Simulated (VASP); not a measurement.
A run of VASP 6.6.1:

File INCAR:

```
SYSTEM = As
PREC = Accurate
ENCUT = 520
EDIFF = 1E-6
ISMEAR = 0
SIGMA = 0.02
LREAL = .FALSE.
LASPH = .TRUE.
NELM = 60
ALGO = Normal
ISIF = 2
LWAVE = .FALSE.
LCHARG = .FALSE.
LDIPOL = .TRUE.
IDIPOL = 3
DIPOL = 0.5 0.5 0.500
NBANDS = 12
```

The input KPOINTS:

```
regular mesh
0
G
  9 9 1
  0 0 0
```

The input POSCAR:

```
As
1.0
    3.4630000000      0.0000000000      0.0000000000
   -1.7315000000      2.9990459733      0.0000000000
    0.0000000000      0.0000000000     28.0000000000
As
2
Direct
    0.3333333333      0.6666666667      0.5264285714
    0.6666666667      0.3333333333      0.4735714286
```

Potentials or basis: VASP PAW LDA potentials, release 64 (As).

Command:

```sh
$ cat potpaw_LDA.64/As/POTCAR > POTCAR
$ mpirun -np 1 vasp_std > vasp.out
```

Hardware: 1 thread of Intel(R) Xeon(R) 6975P-C (Granite Rapids) (shared host).

Task: Estimate the wall time of this run.

Result: Wall time 26 s on 1 thread of Intel(R) Xeon(R) 6975P-C (Granite Rapids), on a shared host, peak memory 0.3 GiB. Counts: scf iterations 19, k points 12.
